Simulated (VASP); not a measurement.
# SnO2 (P6_3/mmc) in VASP: further runs, part 2 of 3

VASP 6.6.1.

### 3 Single point, PBE+D3(BJ)

This run uses another cell than the first one, of 14.62 Å³/atom.

INCAR reads:

```
SYSTEM = SnO2
PREC = Accurate
ENCUT = 520
EDIFF = 1E-6
ISMEAR = 0
SIGMA = 0.05
LREAL = .FALSE.
LASPH = .TRUE.
NELM = 60
ALGO = Normal
ISIF = 2
LWAVE = .FALSE.
LCHARG = .TRUE.
GGA = PE
IVDW = 12
LELF = .TRUE.
LVHAR = .TRUE.
NBANDS = 35
```

KPOINTS reads:

```
regular mesh
0
G
  12 12 4
  0 0 0
```

POSCAR reads:

```
SnO2
1.0
    3.1575531076      0.0000000000      0.0000000000
   -1.5787765538      2.7345212049      0.0000000000
    0.0000000000      0.0000000000     10.1605007849
Sn O
2 4
Direct
    0.0000000000      0.0000000000      0.5000000000
    0.0000000000      0.0000000000      0.0000000000
    0.6666666667      0.3333333333      0.4017901351
    0.6666666667      0.3333333333      0.0982098649
    0.3333333333      0.6666666667      0.5982098649
    0.3333333333      0.6666666667      0.9017901351
```

Potentials or basis: VASP PAW PBE potentials, release 64 (Sn_d, O).

Run with:

```
> cat potpaw_PBE.64/Sn_d/POTCAR potpaw_PBE.64/O/POTCAR > POTCAR
> mpirun -np 1 vasp_std > vasp.out
```

OUTCAR:

```text
SYSTEM = SnO2
   PREC = Accurate
   ENCUT = 520
   EDIFF = 1E-6
   ISMEAR = 0
   LREAL = .FALSE.
   LASPH = .TRUE.
   NELM = 60
   ISIF = 2
   GGA = PE
   IVDW = 12
 IVDW          = 12

 ion  position               nearest neighbor table
   1  0.000  0.000  0.500-   3 2.08   5 2.08   5 2.08   3 2.08   3 2.08   5 2.08
   2  0.000  0.000  0.000-   4 2.08   6 2.08   6 2.08   4 2.08   4 2.08   6 2.08
   3  0.667  0.333  0.402-   1 2.08   1 2.08   1 2.08
   4  0.667  0.333  0.098-   2 2.08   2 2.08   2 2.08
   5  0.333  0.667  0.598-   1 2.08   1 2.08   1 2.08
   6  0.333  0.667  0.902-   2 2.08   2 2.08   2 2.08

  LATTYP: Found a hexagonal cell.
 ALAT       =     3.1575531076
 C/A-ratio  =     3.2178400295

  Lattice vectors:

 A1 = (   3.1575531076,   0.0000000000,   0.0000000000)
 A2 = (  -1.5787765538,   2.7345212049,   0.0000000000)
 A3 = (   0.0000000000,   0.0000000000,  10.1605007849)

Analysis of symmetry for initial positions (statically):
=====================================================================
 Subroutine PRICEL returns:
 Original cell was already a primitive cell.

 Routine SETGRP: Setting up the symmetry group for a
 hexagonal supercell.

 Subroutine GETGRP returns: Found 24 space group operations
 (whereof 12 operations were pure point group operations)
 out of a pool of 24 trial point group operations.

The static configuration has the point symmetry D_3d.
 The point group associated with its full space group is D_6h.

Analysis of symmetry for dynamics (positions and initial velocities):
=====================================================================
 Subroutine PRICEL returns:
 Original cell was already a primitive cell.

 Routine SETGRP: Setting up the symmetry group for a
 hexagonal supercell.

 Subroutine GETGRP returns: Found 24 space group operations
 (whereof 12 operations were pure point group operations)
 out of a pool of 24 trial point group operations.

The dynamic configuration has the point symmetry D_3d.
 The point group associated with its full space group is D_6h.

 Subroutine INISYM returns: Found 24 space group operations
 (whereof 12 operations are pure point group operations),
 and found     1 'primitive' translations

----------------------------------------------------------------------------------------

                                     Primitive cell

  volume of cell :      87.7298

  direct lattice vectors                    reciprocal lattice vectors
     3.157553108  0.000000000  0.000000000     0.316700928  0.182847366  0.000000000
    -1.578776554  2.734521205  0.000000000     0.000000000  0.365694732  0.000000000
     0.000000000  0.000000000 10.160500785     0.000000000  0.000000000  0.098420346

  length of vectors
     3.157553108  3.157553108 10.160500785     0.365694732  0.365694732  0.098420346

  position of ions in fractional coordinates (direct lattice)
     0.000000000  0.000000000  0.500000000
     0.000000000  0.000000000  0.000000000
     0.666666667  0.333333333  0.401790135
     0.666666667  0.333333333  0.098209865
     0.333333333  0.666666667  0.598209865
     0.333333333  0.666666667  0.901790135

  ion indices of the primitive-cell ions
   primitive index   ion index
                 1           1
                 2           2
                 3           3
                 4           4
[... 33 lines left out ...]
  0.166667  0.000000  0.000000      6.000000
  0.250000  0.000000  0.000000      6.000000
  0.333333  0.000000  0.000000      6.000000
  0.416667 -0.000000  0.000000      6.000000
[... 16 lines left out ...]
  0.250000  0.000000  0.250000     12.000000
  0.333333  0.000000  0.250000     12.000000
 [... further k-points ...]
   k-points           NKPTS =     57   k-points in BZ     NKDIM =     57   number of bands    NBANDS=     35
   number of dos      NEDOS =    301   number of ions     NIONS =      6
   total plane-waves  NPLWV =  46080
   dimension x,y,z NGX =    24 NGY =   24 NGZ =   80
   dimension x,y,z NGXF=    48 NGYF=   48 NGZF=  160
   ions per type =               2   4
   NGX,Y,Z   is equivalent  to a cutoff of  12.64, 12.64, 13.09 a.u.
   NGXF,Y,Z  is equivalent  to a cutoff of  25.27, 25.27, 26.18 a.u.
 SYSTEM =  SnO2
   PREC   = accura    normal or accurate (medium, high low for compatibility)
   ISTART =      0    job   : 0-new  1-cont  2-samecut
   ICHARG =      2    charge: 1-file 2-atom 10-const
   ISPIN  =      1    spin polarized calculation?
   LNONCOLLINEAR =      F non collinear calculations
   LSORBIT =      F    spin-orbit coupling
   LASPH  =      T    aspherical Exc in radial PAW
   ENCUT  =  520.0 eV  38.22 Ry    6.18 a.u.   5.87  5.87 18.89*2*pi/ulx,y,z
   NELM   =     60;   NELMIN=  2; NELMDL= -5     # of ELM steps
   EDIFF  = 0.1E-05   stopping-criterion for ELM
   LREAL  =      F    real-space projection
   EDIFFG = 0.1E-04   stopping-criterion for IOM
   NSW    =      0    number of steps for IOM
   IBRION =     -1    ionic relax: 0-MD 1-quasi-New 2-CG
   NFREE  =      0    steps in history (QN), initial steepest desc. (CG)
   ISIF   =      2    stress and relaxation
   ISYM   =      2    0-nonsym 1-usesym 2-fastsym
   POTIM  = 0.5000    time-step for ionic-motion
   TEBEG  =    0.0;   TEEND  =   0.0 temperature during run
   PSTRESS=    0.0 pullay stress
   NELECT =      52.0000    total number of electrons
   NUPDOWN=      -1.0000    fix difference up-down
   EMIN   =  10.00;   EMAX   =-10.00  energy-range for DOS
   EFERMI =   0.00;   METHOD = LEGACY
   ISMEAR =     0;   SIGMA  =   0.05  broadening in eV -4-tet -1-fermi 0-gaus
   EFERMI_NEDOS =   21; number of points for ismear=-14 and -15
   IALGO  =     38    algorithm
   IMIX   =      4    mixing-type and parameters
     AMIX     =   0.40;   BMIX     =  1.00
     AMIX_MAG =   1.60;   BMIX_MAG =  1.00
  volume/ion in A,a.u.               =      14.62        98.67
  Fermi-wavevector in a.u.,A,eV,Ry     =   1.375182  2.598718 25.730334  1.891126
  Thomas-Fermi vector in A             =   2.500541
   LORBIT       =      0    0 simple, 1 ext, 2 COOP (PROOUT), +10 PAW based schemes
   GGA     = PE    functional components
   LHFCALC =     F    Hartree Fock is set to
   AEXX    =    0.0000 exact exchange contribution
   IVDW    =    12    specifies the selected vdW correction
   LEPSILON=     F    determine dielectric tensor
   LRPA    =     F    only Hartree local field effects (RPA)
 non-spin polarized calculation
 Gauss-broadening in eV      SIGMA  =   0.05
  energy-cutoff  :      520.00
  volume of cell :       87.73
 maximum number of plane-waves:      2386
 NGX is ok and might be reduce to    24
   NGX = 11   NGY = 11   NGZ = 37

 number of electron      51.9999999 magnetization

 Free energy of the ion-electron system (eV)
  ---------------------------------------------------
  ext. energy  EPLUGINS =         0.00000000
  ---------------------------------------------------
  free energy    TOTEN  =       -36.12161336 eV

  energy without entropy =      -36.12161336  energy(sigma->0) =      -36.12161336

 E-fermi :   3.5234     XC(G=0):  -9.7615

 val. band max:        3.2100133554   @ k =   0.2500   0.2500   0.0000
 cond. band min:       5.5874121353   @ k =   0.0000   0.0000   0.0000
 fundamental gap:      2.3773987799
 Fermi energy:         3.5233812484

 k-point     1 :       0.0000    0.0000    0.0000
  band No.  band energies     occupation
      1     -16.9470      2.00000
      2     -16.9435      2.00000
      3     -16.6174      2.00000
      4     -16.6174      2.00000
      5     -16.6172      2.00000
      6     -16.6172      2.00000
[... 901 lines left out ...]
     34      15.3456      0.00000
     35      15.9471      0.00000

 [... further k-points ...]

------------------------ aborting loop because EDIFF is reached ----------------------------------------

 Edisp (eV)   -1.04224

 E8    (eV) :    -0.4085

  FORCE on cell =-STRESS in cart. coord.  units (eV):
  Direction    XX          YY          ZZ          XY          YZ          ZX
  --------------------------------------------------------------------------------------
  -------------------------------------------------------------------------------------
  Total       5.57933     5.57933     2.69983     0.00000    -0.00000     0.00000
  in kB     101.89334   101.89334    49.30596     0.00000    -0.00000     0.00000
  external pressure =       84.36 kB  Pullay stress =        0.00 kB

 VOLUME and BASIS-vectors are now :
 -----------------------------------------------------------------------------
  energy-cutoff  :      520.00
  volume of cell :       87.73
      direct lattice vectors                 reciprocal lattice vectors
     3.157553108  0.000000000  0.000000000     0.316700928  0.182847366  0.000000000
    -1.578776554  2.734521205  0.000000000     0.000000000  0.365694732  0.000000000
     0.000000000  0.000000000 10.160500785     0.000000000  0.000000000  0.098420346

 POSITION                                       TOTAL-FORCE (eV/Angst)
 -----------------------------------------------------------------------------------
      0.00000      0.00000      5.08025         0.000000      0.000000      0.000000
      0.00000      0.00000      0.00000         0.000000      0.000000      0.000000
      1.57878      0.91151      4.08239        -0.000000      0.000000     -0.663687
      1.57878      0.91151      0.99786        -0.000000      0.000000      0.663687
     -0.00000      1.82301      6.07811         0.000000      0.000000      0.663687
     -0.00000      1.82301      9.16264         0.000000     -0.000000     -0.663687
 -----------------------------------------------------------------------------------
    total drift:                                0.000000      0.000000      0.000000

  FREE ENERGIE OF THE ION-ELECTRON SYSTEM (eV)
  ---------------------------------------------------
  free  energy   TOTEN  =       -37.1638555410 eV

  energy  without entropy=      -37.1638555410  energy(sigma->0) =      -37.16385554
```

Wall time 3.8 min (1 thread of AMD EPYC 7R13, shared host); peak memory 0.27 GiB.

What came out:

```yaml
Free_energy: -37.1639 eV
Pressure: 8.4 GPa
Largest_force: 0.664 eV/Å
Band_gap_on_the_k_mesh: 2.38 eV (least direct gap 2.83 eV)
Dispersion_energy_per_atom: -0.174 eV
```

Forces on the atoms (eV/Å):
```
Sn   0.000  0.000  0.000
Sn   0.000  0.000  0.000
O    0.000  0.000 -0.664
O    0.000  0.000  0.664
O    0.000  0.000  0.664
O    0.000  0.000 -0.664
```

Stress tensor (GPa, compression positive):
```
10.19  0.00  0.00
 0.00 10.19  0.00
 0.00  0.00  4.93
```

Levels at points of the mesh, in eV from the valence-band top:
```csv
k point,band 24,band 25,band 26,band 27,band 28,band 29
"(0.00, 0.00, 0.00)",-0.91,-0.91,-0.45,2.38,3.33,5.65
"(0.50, 0.00, 0.00)",-0.63,-0.56,-0.08,5.61,5.83,7.15
"(0.00, 0.00, 0.50)",-0.93,-0.91,-0.91,2.86,2.86,5.90
"(0.50, 0.00, 0.50)",-0.59,-0.33,-0.33,5.72,5.72,7.53
```

Caveat: the stress differs along the axes, from 5 to 10 GPa; spin-orbit coupling is left out, which moves the levels of the heavy elements. A k mesh can miss the band edges.

(Continued in part 3 of 3.)
